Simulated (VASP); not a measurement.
# TiO2 (C2/m) in VASP: single point with PBE+U

Aim: the single point of TiO2 with PBE+U.

Program: VASP 6.6.1. These are calculated values, not measurements. Logs are shortened: lines on timing, memory, paths and dates and some standing lists are left out, and cuts for length are marked.

**1. The cell of the first run**

It takes space group C2/m (No. 12, monoclinic). The conventional cell has a = 10.425 Å, b = 3.818 Å, c = 3.818 Å, α = 90.00°, β = 110.33°, γ = 90.00°. Within 2.6 Å of Ti (site symmetry m) lie 6 O at 1.95 to 2.01 Å. O (site symmetry m) has 3 Ti at 1.95 to 2.01 Å and 2 O at 2.45 to 2.50 Å within 2.6 Å. O (site symmetry m) has 3 Ti at 1.96 to 2.01 Å and 2 O at 2.47 Å within 2.6 Å.

**2. Single point, PBE+U (strain -0.0200 x Voigt [0, 0, 0, 1, 0, 0])**

File INCAR:

```
SYSTEM = TiO2
  PREC = Accurate
  ENCUT = 520
  EDIFF = 1E-7
  ISMEAR = 0
  SIGMA = 0.05
  LREAL = .False.
  LASPH = .True.
  NELM = 150
  ALGO = Normal
  ISIF = 2
  LWAVE = .False.
  LCHARG = .True.
  LMAXMIX = 4
  LDAU = .True.
  LDAUTYPE = 2
  LDAUL = 2 -1
  LDAUU = 4 0
  LDAUJ = 0 0
  LDAUPRINT = 1
  GGA = PE
  LELF = .True.
  LVHAR = .True.
  NBANDS = 33
```

File KPOINTS:

```
Automatic mesh
0
Gamma
  8 8 8
  0 0 0
```

File POSCAR:

```
TiO2
1.0
   -1.9089353641      1.8600517515      4.8692719073
    1.9089353641     -1.9578189767      4.9074506145
    1.9089353641      1.9578189767     -4.9074506145
Ti O
2 4
Direct
    0.0000000000      0.0000000000      0.0000000000
    0.7500000000      0.2500000000      0.5000000000
    0.2052765759      0.2052765759      0.0000000000
    0.9552765759      0.4552765759      0.5000000000
    0.5447234241      0.0447234241      0.5000000000
    0.7947234241      0.7947234241      0.0000000000
```

Potentials or basis: VASP PAW PBE potentials, release 64 (Ti_sv, O).

Run with:

```
> cat potpaw_PBE.64/Ti_sv/POTCAR potpaw_PBE.64/O/POTCAR > POTCAR
> mpirun -np 1 vasp_std > vasp.out
```

OUTCAR:

```text
SYSTEM = TiO2
   PREC = Accurate
   ENCUT = 520
   EDIFF = 1E-7
   ISMEAR = 0
   LREAL = .False.
   LASPH = .True.
   NELM = 150
   ISIF = 2
   GGA = PE

 ion  position               nearest neighbor table
   1  0.000  0.000  0.000-   5 1.95   4 1.96   4 1.96   5 1.97   3 2.01   6 2.01
   2  0.750  0.250  0.500-   3 1.95   6 1.96   6 1.96   3 1.97   4 2.01   5 2.01
   3  0.205  0.205  0.000-   2 1.95   2 1.97   1 2.01
   4  0.955  0.455  0.500-   1 1.96   1 1.96   2 2.01
   5  0.545  0.045  0.500-   1 1.95   1 1.97   2 2.01
   6  0.795  0.795  0.000-   2 1.96   2 1.96   1 2.01

  LATTYP: Found a base centered monoclinic cell.
 ALAT       =    10.4248935583
 B/A-ratio  =     0.3662263511
 C/A-ratio  =     0.3662446619
 COS(beta)  =    -0.3474891060

  Lattice vectors:

 A1 = (   1.9089353641,  -1.8600517515,  -4.8692719073)
 A2 = (  -1.9089353641,  -1.8600517515,  -4.8692719073)
 A3 = (   0.0000000000,   3.8178707282,  -0.0381787072)

Analysis of symmetry for initial positions (statically):
=====================================================================
 Subroutine PRICEL returns:
 Original cell was already a primitive cell.

 Routine SETGRP: Setting up the symmetry group for a
 base centered monoclinic supercell.

 Subroutine GETGRP returns: Found  4 space group operations
 (whereof  2 operations were pure point group operations)
 out of a pool of  4 trial point group operations.

The static configuration has the point symmetry C_1h.
 The point group associated with its full space group is C_2h.

Analysis of symmetry for dynamics (positions and initial velocities):
=====================================================================
 Subroutine PRICEL returns:
 Original cell was already a primitive cell.

 Routine SETGRP: Setting up the symmetry group for a
 base centered monoclinic supercell.

 Subroutine GETGRP returns: Found  4 space group operations
 (whereof  2 operations were pure point group operations)
 out of a pool of  4 trial point group operations.

The dynamic configuration has the point symmetry C_1h.
 The point group associated with its full space group is C_2h.

 Subroutine INISYM returns: Found  4 space group operations
 (whereof  2 operations are pure point group operations),
 and found     1 'primitive' translations

----------------------------------------------------------------------------------------

                                     Primitive cell

  volume of cell :      71.2463

  direct lattice vectors                    reciprocal lattice vectors
    -1.908935364  1.860051751  4.869271907     0.000000000  0.262975238  0.104913519
     1.908935364 -1.957818977  4.907450615     0.261926103  0.001022940  0.102293996
     1.908935364  1.957818977 -4.907450615     0.261926103  0.261952298  0.002619523

  length of vectors
     5.551003121  5.617843083  5.617843083     0.283130398  0.281194579  0.370447232

  position of ions in fractional coordinates (direct lattice)
     0.000000000  0.000000000  0.000000000
     0.750000000  0.250000000  0.500000000
     0.205276576  0.205276576  1.000000000
     0.955276576  0.455276576  0.500000000
     0.544723424  0.044723424  0.500000000
     0.794723424  0.794723424  1.000000000

  ion indices of the primitive-cell ions
   primitive index   ion index
                 1           1
                 2           2
                 3           3
                 4           4
                 5           5
                 6           6
[... 103 lines left out ...]
   AEXX    =    0.0000 exact exchange contribution
   IVDW    =     0    specifies the selected vdW correction
   LEPSILON=     F    determine dielectric tensor
   LRPA    =     F    only Hartree local field effects (RPA)
 non-spin polarized calculation
 Gauss-broadening in eV      SIGMA  =   0.05
  energy-cutoff  :      520.00
  volume of cell :       71.25
 maximum number of plane-waves:      1932
 NGX is ok and might be reduce to    42
   NGX = 21   NGY = 21   NGZ = 21

atom =   1  type =  1  l = 2

 onsite density matrix

spin component  1

  0.1038 -0.0000  0.0000  0.0006  0.0000
 -0.0000  0.1000 -0.0015 -0.0000 -0.0004
  0.0000 -0.0015  0.2445  0.0000  0.0001
  0.0006 -0.0000  0.0000  0.1000  0.0000
  0.0000 -0.0004  0.0001  0.0000  0.2456

spin component  2

  0.1038 -0.0000  0.0000  0.0006  0.0000
 -0.0000  0.1000 -0.0015 -0.0000 -0.0004
  0.0000 -0.0015  0.2445  0.0000  0.0001
  0.0006 -0.0000  0.0000  0.1000  0.0000
  0.0000 -0.0004  0.0001  0.0000  0.2456

 occupancies and eigenvectors

  o =  0.0999  v = -0.1466  0.0000  0.0000  0.9892  0.0000  0.0000  0.0000  0.0000  0.0000  0.0000      0.0000  0.0000  0.0000  0.0000  0.0000  0.0000  0.0000  0.0000  0.0000  0.0000
  o =  0.0999  v =  0.0000  0.0000  0.0000  0.0000  0.0000 -0.1466  0.0000  0.0000  0.9892  0.0000      0.0000  0.0000  0.0000  0.0000  0.0000  0.0000  0.0000  0.0000  0.0000  0.0000
  o =  0.1000  v = -0.0000 -0.9999 -0.0106  0.0000 -0.0027  0.0000  0.0000  0.0000  0.0000  0.0000      0.0000  0.0000  0.0000  0.0000  0.0000  0.0000  0.0000  0.0000  0.0000  0.0000
  o =  0.1000  v =  0.0000  0.0000  0.0000  0.0000  0.0000 -0.0000 -0.9999 -0.0106  0.0000 -0.0027      0.0000  0.0000  0.0000  0.0000  0.0000  0.0000  0.0000  0.0000  0.0000  0.0000
  o =  0.1039  v =  0.0000  0.0000  0.0000  0.0000  0.0000  0.9892 -0.0000 -0.0000  0.1466 -0.0000      0.0000  0.0000  0.0000  0.0000  0.0000  0.0000  0.0000  0.0000  0.0000  0.0000
  o =  0.1039  v =  0.9892 -0.0000 -0.0000  0.1466 -0.0000  0.0000  0.0000  0.0000  0.0000  0.0000      0.0000  0.0000  0.0000  0.0000  0.0000  0.0000  0.0000  0.0000  0.0000  0.0000
  o =  0.2445  v = -0.0000  0.0104 -0.9977 -0.0000  0.0669  0.0000  0.0000  0.0000  0.0000  0.0000      0.0000  0.0000  0.0000  0.0000  0.0000  0.0000  0.0000  0.0000  0.0000  0.0000
  o =  0.2445  v =  0.0000  0.0000  0.0000  0.0000  0.0000 -0.0000  0.0104 -0.9977 -0.0000  0.0669      0.0000  0.0000  0.0000  0.0000  0.0000  0.0000  0.0000  0.0000  0.0000  0.0000
  o =  0.2456  v =  0.0000  0.0000  0.0000  0.0000  0.0000  0.0000 -0.0034  0.0669 -0.0000  0.9978      0.0000  0.0000  0.0000  0.0000  0.0000  0.0000  0.0000  0.0000  0.0000  0.0000
  o =  0.2456  v =  0.0000 -0.0034  0.0669 -0.0000  0.9978  0.0000  0.0000  0.0000  0.0000  0.0000      0.0000  0.0000  0.0000  0.0000  0.0000  0.0000  0.0000  0.0000  0.0000  0.0000

atom =   2  type =  1  l = 2

 onsite density matrix

spin component  1

  0.1038 -0.0000  0.0000  0.0006  0.0000
 -0.0000  0.1000 -0.0015 -0.0000 -0.0004
  0.0000 -0.0015  0.2445  0.0000  0.0001
  0.0006 -0.0000  0.0000  0.1000  0.0000
  0.0000 -0.0004  0.0001  0.0000  0.2456

spin component  2

  0.1038 -0.0000  0.0000  0.0006  0.0000
 -0.0000  0.1000 -0.0015 -0.0000 -0.0004
  0.0000 -0.0015  0.2445  0.0000  0.0001
  0.0006 -0.0000  0.0000  0.1000  0.0000
  0.0000 -0.0004  0.0001  0.0000  0.2456

 occupancies and eigenvectors

  o =  0.0999  v = -0.1466  0.0000  0.0000  0.9892  0.0000  0.0000  0.0000  0.0000  0.0000  0.0000      0.0000  0.0000  0.0000  0.0000  0.0000  0.0000  0.0000  0.0000  0.0000  0.0000
  o =  0.0999  v =  0.0000  0.0000  0.0000  0.0000  0.0000 -0.1466  0.0000  0.0000  0.9892  0.0000      0.0000  0.0000  0.0000  0.0000  0.0000  0.0000  0.0000  0.0000  0.0000  0.0000
  o =  0.1000  v = -0.0000 -0.9999 -0.0106  0.0000 -0.0027  0.0000  0.0000  0.0000  0.0000  0.0000      0.0000  0.0000  0.0000  0.0000  0.0000  0.0000  0.0000  0.0000  0.0000  0.0000
  o =  0.1000  v =  0.0000  0.0000  0.0000  0.0000  0.0000 -0.0000 -0.9999 -0.0106  0.0000 -0.0027      0.0000  0.0000  0.0000  0.0000  0.0000  0.0000  0.0000  0.0000  0.0000  0.0000
  o =  0.1039  v =  0.0000  0.0000  0.0000  0.0000  0.0000  0.9892 -0.0000 -0.0000  0.1466 -0.0000      0.0000  0.0000  0.0000  0.0000  0.0000  0.0000  0.0000  0.0000  0.0000  0.0000
  o =  0.1039  v =  0.9892 -0.0000 -0.0000  0.1466 -0.0000  0.0000  0.0000  0.0000  0.0000  0.0000      0.0000  0.0000  0.0000  0.0000  0.0000  0.0000  0.0000  0.0000  0.0000  0.0000
  o =  0.2445  v = -0.0000  0.0104 -0.9977 -0.0000  0.0669  0.0000  0.0000  0.0000  0.0000  0.0000      0.0000  0.0000  0.0000  0.0000  0.0000  0.0000  0.0000  0.0000  0.0000  0.0000
  o =  0.2445  v =  0.0000  0.0000  0.0000  0.0000  0.0000 -0.0000  0.0104 -0.9977 -0.0000  0.0669      0.0000  0.0000  0.0000  0.0000  0.0000  0.0000  0.0000  0.0000  0.0000  0.0000
  o =  0.2456  v =  0.0000  0.0000  0.0000  0.0000  0.0000  0.0000 -0.0034  0.0669 -0.0000  0.9978      0.0000  0.0000  0.0000  0.0000  0.0000  0.0000  0.0000  0.0000  0.0000  0.0000
  o =  0.2456  v =  0.0000 -0.0034  0.0669 -0.0000  0.9978  0.0000  0.0000  0.0000  0.0000  0.0000      0.0000  0.0000  0.0000  0.0000  0.0000  0.0000  0.0000  0.0000  0.0000  0.0000

 number of electron      47.9999993 magnetization

 Free energy of the ion-electron system (eV)
  ---------------------------------------------------
  ext. energy  EPLUGINS =         0.00000000
  ---------------------------------------------------
  free energy    TOTEN  =       -48.49218481 eV

  energy without entropy =      -48.49218481  energy(sigma->0) =      -48.49218481

 E-fermi :   3.4394     XC(G=0): -10.5146

 val. band max:        3.1999767795   @ k =  -0.3750   0.3750  -0.0000
 cond. band min:       5.8832371553   @ k =   0.0000   0.0000   0.0000
 fundamental gap:      2.6832603757
 Fermi energy:         3.4393549955

 k-point     1 :       0.0000    0.0000    0.0000
  band No.  band energies     occupation
      1     -54.2948      2.00000
      2     -54.2502      2.00000
      3     -30.6456      2.00000
      4     -30.4479      2.00000
      5     -30.4477      2.00000
      6     -30.3942      2.00000
[... 853 lines left out ...]
     32       9.4202      0.00000
     33      10.1216      0.00000

 [... further k-points ...]
[... 5 lines left out ...]
  --------------------------------------------------------------------------------------
  -------------------------------------------------------------------------------------
  Total        1.9925249      2.0126409      1.5986693     -0.0000000      0.8546479     -0.0000000
  in kB       44.8076373     45.2600036     35.9506633     -0.0000000     19.2192102     -0.0000000
  external PRESSURE =      42.0061014 kB  Pullay stress =       0.0000000 kB

 VOLUME and BASIS-vectors are now :
 -----------------------------------------------------------------------------
  energy-cutoff  :      520.00
  volume of cell :       71.25
      direct lattice vectors                 reciprocal lattice vectors
    -1.908935364  1.860051751  4.869271907     0.000000000  0.262975238  0.104913519
     1.908935364 -1.957818977  4.907450615     0.261926103  0.001022940  0.102293996
     1.908935364  1.957818977 -4.907450615     0.261926103  0.261952298  0.002619523

 POSITION                                       TOTAL-FORCE (eV/Angst)
 -----------------------------------------------------------------------------------
      0.00000      0.00000      0.00000         0.000000     -0.094996     -0.008679
     -0.00000      1.88449      2.42509        -0.000000      0.094996      0.008679
      0.00000     -0.02007      2.00693         0.000000      0.137042      0.149697
      0.00000      1.86442      4.43202         0.000000     -0.032648      0.151400
      0.00000      1.90456      0.41816        -0.000000     -0.137042     -0.149697
      0.00000     -0.07770      7.76979        -0.000000      0.032648     -0.151400
 -----------------------------------------------------------------------------------
    total drift:                                0.000000      0.000000     -0.000000

  FREE ENERGIE OF THE ION-ELECTRON SYSTEM (eV)
  ---------------------------------------------------
  free  energy   TOTEN  =       -48.4921848107 eV

  energy  without entropy=      -48.4921848107  energy(sigma->0) =      -48.49218481
```

Run time: 21 min. Hardware: 1 thread of Intel Xeon 8259CL, shared host; peak memory 0.45 GiB.

What came out:

| Property | Result |
| --- | --- |
| Free energy | -48.4922 eV |
| Pressure | 4.2 GPa |
| Largest force | 0.203 eV/Å |
| Band gap on the k mesh | 2.68 eV (least direct gap 2.95 eV) |

Forces in eV/Å, atoms in the order of the input:
```
Ti   0.000 -0.095 -0.009
Ti   0.000  0.095  0.009
O    0.000  0.137  0.150
O    0.000 -0.033  0.151
O    0.000 -0.137 -0.150
O    0.000  0.033 -0.151
```

Eigenvalues of the final occupation matrices:
| site | spin | trace | eigenvalues |
| --- | --- | --- | --- |
| site 1 d | 1 | 0.79 | 0.10 0.10 0.10 0.24 0.25 |
| site 1 d | 2 | 0.79 | 0.10 0.10 0.10 0.24 0.25 |
| site 2 d | 1 | 0.79 | 0.10 0.10 0.10 0.24 0.25 |
| site 2 d | 2 | 0.79 | 0.10 0.10 0.10 0.24 0.25 |

Caveat: the cell differs from its parent crystal (strain -0.0200 x Voigt [0, 0, 0, 1, 0, 0]); the cell stands under pressure. A k mesh can miss the band edges.
